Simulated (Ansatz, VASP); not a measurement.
# One calculation of Si3N2, two programs

```
Si N
1.0
     0.03395    2.96736    0.42500
    -0.97420    0.61098    6.26425
     7.56881    0.10173   -1.30912
Si N
6 4
Direct
  0.30535 0.98863 0.23969
  0.29465 0.01137 0.56031
  0.48530 0.63043 0.55559
  0.49955 0.60164 0.05458
  0.11470 0.36958 0.24443
  0.10046 0.39835 0.74542
  0.53328 0.53416 0.28146
  0.51373 0.57366 0.79758
  0.06672 0.46584 0.51853
  0.08627 0.42635 0.00241
```

Change from the starting cell: cell x2, atoms moved at random (sigma 0.15 Å) and cell strained at random (1.5 %), then relaxed without symmetry.

Alike in both runs: functional PBE; k mesh 6 × 4 × 4; occupations gaussian, width 0.2 eV; no spin polarisation.

Ansatz relaxed the structure, and its values are those at the end. VASP's run is a single point on that final structure, the one shown.

|  | VASP | Ansatz |
| --- | --- | --- |
| version | VASP 6.6.1 | Ansatz 0.2.0 |
| potentials or method | VASP PAW PBE potentials, release 64 (Si, N), cutoff 520 eV | scalar-relativistic, plane waves, PAW |
| valence electrons in the cell | 44 | 44 |

VASP gave:

```
gap on the k mesh at the Fermi level (eV) : none
pressure (GPa)                            : 0.0
rms of the force components (eV/Å)        : 0.008
```

What did Ansatz give for the same quantities?

gap on the k mesh at the Fermi level (eV): none; pressure (GPa): 0.1; rms of the force components (eV/Å): 0.005.

A gap of «none» marks a metal or a gap that the smearing closes. The functional is the same, so the differences come from potentials, cutoffs and numerics.

The k mesh is coarse, so the values compare programs but aren't converged.
